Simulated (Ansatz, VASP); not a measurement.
**Two plane-wave programs on Ru**

```
Ru
1.0
     5.39519    0.00000    0.00000
    -2.69759    4.67237    0.00000
     0.00000    0.00000   25.01258
Ru
16
Direct
  0.33333 0.16667 0.31984
  0.33333 0.66667 0.31984
  0.83333 0.16667 0.31984
  0.83333 0.66667 0.31984
  0.16667 0.33333 0.40511
  0.16667 0.83333 0.40511
  0.66667 0.33333 0.40511
  0.66667 0.83333 0.40511
  0.33484 0.16851 0.49039
  0.33542 0.66494 0.49035
  0.83448 0.16580 0.49105
  0.83165 0.66530 0.49039
  0.16043 0.32435 0.57615
  0.17262 0.82756 0.57151
  0.66284 0.33716 0.57251
  0.67583 0.83959 0.57615
```

Alike in both runs: task single point; functional PBE; dispersion D3(BJ); k mesh 4 × 4 × 1; occupations gaussian, width 0.1 eV; no spin polarisation.

|  | VASP | Ansatz |
| --- | --- | --- |
| version | VASP 6.6.1 | Ansatz 0.2.0 |
| potentials or method | VASP PAW PBE potentials, release 64 (Ru_pv), cutoff 400 eV | scalar-relativistic, plane waves, PAW |
| valence electrons in the cell | 224 | 256 |

Ansatz gave:

| Property | Result |
| --- | --- |
| gap on the k mesh at the Fermi level (eV) | none |
| rms of the force components (eV/Å) | 0.324 |

**Question.** What did VASP give for the same quantities?

**Answer.** gap on the k mesh at the Fermi level (eV): none; rms of the force components (eV/Å): 0.323.

Atom by atom the forces differ by 0.005 eV/Å (rms over components). A gap of «none» marks a metal or a gap that the smearing closes. VASP's potentials hold 224 valence electrons a cell and Ansatz's 256, so a difference there can come from the potentials and not from the codes.
